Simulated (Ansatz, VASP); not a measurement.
# Rb2PdSe2: VASP beside Ansatz

File INCAR:

```
SYSTEM = Rb2PdSe2
ALGO = Normal ; EDIFF = 1E-6
ENCUT = 520 ; GGA = CA
ISIF = 2 ; ISMEAR = 0
LASPH = .TRUE. ; LCHARG = .FALSE.
LREAL = .FALSE. ; LWAVE = .FALSE.
NBANDS = 28 ; NELM = 100
PREC = Accurate ; SIGMA = 0.05
```

File KPOINTS:

```
k-points
0
G
  8 8 8
  0 0 0
```

The input POSCAR:

```
Rb2PdSe2
1.0
   -1.9028737800      3.8314238800      5.0824115350
    1.9028737800     -3.8314238800      5.0824115350
    1.9028737800      3.8314238800     -5.0824115350
Rb Pd Se
2 1 2
Direct
    0.6940393800      0.1940393800      0.5000000000
    0.3059606200      0.8059606200      0.5000000000
    0.0000000000      0.0000000000      0.0000000000
    0.2127809000      0.5000000000      0.7127809000
    0.7872191000      0.5000000000      0.2872191000
```

Input for Ansatz:

```yaml
crystal:
  lattice:
    - [-1.90287378, 3.83142388, 5.082411535]
    - [1.90287378, -3.83142388, 5.082411535]
    - [1.90287378, 3.83142388, -5.082411535]
  atoms:
    - { symbol: Rb, position: [0.69403938, 0.19403938, 0.5] }
    - { symbol: Rb, position: [0.30596062, 0.80596062, 0.5] }
    - { symbol: Pd, position: [0.0, 0.0, 0.0] }
    - { symbol: Se, position: [0.2127809, 0.5, 0.7127809] }
    - { symbol: Se, position: [0.7872191, 0.5, 0.2872191] }
basis:
  ecutwfc: 420
kpoints:
  mp_grid: { grid: [8, 8, 8] }
hamiltonian:
  xc: lda
scf:
  occupations: { method: gaussian, width: 0.05 }
output:
  forces: true
  stress: true
  eigenvalues: true
```

Alike in both runs: task single point; functional LDA; k mesh 8 × 8 × 8; occupations gaussian, width 0.05 eV; no spin polarisation.

|  | VASP | Ansatz |
| --- | --- | --- |
| version | VASP 6.6.1 | Ansatz 0.2.0 |
| potentials or method | VASP PAW LDA potentials, release 64 (Rb_sv, Pd, Se), cutoff 520 eV | scalar-relativistic, plane waves, PAW |
| valence electrons in the cell | 40 | 68 |

```csv
,VASP,Ansatz,Ansatz less VASP
gap on the k mesh at the Fermi level (eV),0.75,0.76,+0.011
least direct gap on the mesh (eV),1.23,1.24,+0.009
pressure (GPa),-2.9,-3.0,-0.12
"traceless stress, the component that is largest in VASP (GPa)",0.83,0.87,+0.046
rms of the force components (eV/Å),0.146,0.153,+0.0073
```

LDA's correlation is that of Perdew and Zunger in VASP and of Perdew and Wang (1992) in Ansatz. Atom by atom the forces differ by 0.007 eV/Å (rms over components). VASP's potentials hold 40 valence electrons a cell and Ansatz's 68, so a difference there can come from the potentials and not from the codes.
